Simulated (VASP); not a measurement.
Runs of VASP 6.6.1 on K. The structure is that of space group Im-3m (No. 229), or close to it. The cells are those of the table. 

```tsv
cell	gap on the mesh (eV)	pressure (GPa)
a = 3.632 Å, angles 109.5°, 1 atom	none	(a)
a = 3.371 Å, angles 109.5°, 1 atom	none	16.8
a = 4.418 Å, angles 109.5°, 1 atom	none	0.5
a = 4.063 Å, angles 109.5°, 1 atom	none	2.5
```

Alike in all rows: task single point; level PBE; potentials or basis VASP PAW PBE potentials, release 64 (K_sv); no spin polarisation; k mesh 10 × 10 × 10; cutoff (eV) 520; smearing fermi-dirac 0.1 eV.

**Question.** Fill in the values left out.

**Answer.** (a) 8.9.

A gap of «none» marks levels without a gap at the run's occupations.
